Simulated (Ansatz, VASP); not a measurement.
Si3P4: VASP beside Ansatz

```xyz
14
Lattice="-4.0421 4.0421 4.0421 4.0421 -4.0421 4.0421 4.0421 4.0421 -4.0421" Properties=species:S:1:pos:R:3 pbc="T T T"
Si    3.0315    4.0421   -2.0210
Si   -2.0210    3.0315    4.0421
Si    1.0105    4.0421    2.0210
Si    2.0210    1.0105    4.0421
Si    4.0421   -2.0210    3.0315
Si    4.0421    2.0210    1.0105
P     1.9815    1.9815    1.9815
P    -0.0395    0.0395    4.0816
P    -1.9815    2.0606    1.9815
P     4.0816   -0.0395    0.0395
P     1.9815   -1.9815    2.0606
P     4.0025    4.0025    4.0025
P     2.0606    1.9815   -1.9815
P     0.0395    4.0816   -0.0395
```

Alike in both runs: functional PBE; k mesh 8 × 8 × 8; occupations gaussian, width 0.1 eV; no spin polarisation.

Ansatz relaxed the structure, and its values are those at the end. VASP's run is a single point on that final structure, the one shown.

|  | VASP | Ansatz |
| --- | --- | --- |
| version | VASP 6.6.1 | Ansatz 0.2.0 |
| potentials or method | VASP PAW PBE potentials, release 64 (Si, P), cutoff 520 eV | scalar-relativistic, plane waves, PAW |
| valence electrons in the cell | 64 | 64 |

|  | VASP | Ansatz | Ansatz less VASP |
| --- | --- | --- | --- |
| gap on the k mesh at the Fermi level (eV) | none | none | - |
| pressure (GPa) | -0.1 | 0.0 | +0.14 |

A gap of «none» marks a metal or a gap that the smearing closes. The functional is the same, so the differences come from potentials, cutoffs and numerics.
